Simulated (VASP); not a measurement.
**SiGe2: single point with PBE**

Crystal: SiGe2.

```
Si Ge
1.0
     3.99785    0.00000    0.00000
    -1.99893    3.46224    0.00000
     0.00000    0.00000   19.57372
Si Ge
4 8
Direct
  0.00000 0.00000 0.06037
  0.00000 0.00000 0.56037
  0.00000 0.00000 0.43963
  0.00000 0.00000 0.93963
  0.66667 0.33333 0.10093
  0.66667 0.33333 0.60093
  0.66667 0.33333 0.22817
  0.66667 0.33333 0.72817
  0.33333 0.66667 0.39907
  0.33333 0.66667 0.89907
  0.33333 0.66667 0.27183
  0.33333 0.66667 0.77183
```

```yaml
Program: VASP 6.6.1
Task: single point
Functional: PBE
Potentials_or_basis: VASP PAW PBE potentials, release 64 (Si, Ge_d)
Cutoff: 520 eV
k_mesh: 6 × 6 × 1
Occupations: gaussian, width 0.1 eV
Spin: no spin polarisation
Dipole_correction: no
Further_INCAR_settings: ALGO = Normal; EDIFF = 1e-06; NBANDS = 76
```

- Pressure: -0.1 GPa
- Largest force: 0.020 eV/Å
- Band gap on the k mesh: 0.44 eV

Forces in eV/Å, atoms in the order of the input:
```
Si   0.000  0.000  0.004
Si   0.000  0.000  0.004
Si   0.000  0.000 -0.004
Si   0.000  0.000 -0.004
Ge   0.000  0.000 -0.020
Ge   0.000  0.000 -0.020
Ge   0.000  0.000  0.012
Ge   0.000  0.000  0.012
Ge   0.000  0.000  0.020
Ge   0.000  0.000  0.020
Ge   0.000  0.000 -0.012
Ge   0.000  0.000 -0.012
```

Stress tensor (GPa, compression positive):
```
-0.03  0.00  0.00
 0.00 -0.03  0.00
 0.00  0.00 -0.38
```

Levels at points of the mesh, in eV from the valence-band top:
```csv
k point,band 62,band 63,band 64,band 65,band 66,band 67
"(0.00, 0.00, 0.00)",-0.08,0.00,0.00,0.45,0.55,0.74
"(0.50, 0.00, 0.00)",-1.80,-1.32,-1.32,0.44,0.74,0.74
```

Run time: 110 s on 1 thread of Intel(R) Xeon(R) 6975P-C (Granite Rapids) (shared host), peak memory 0.39 GiB.

A k mesh can miss the band edges.
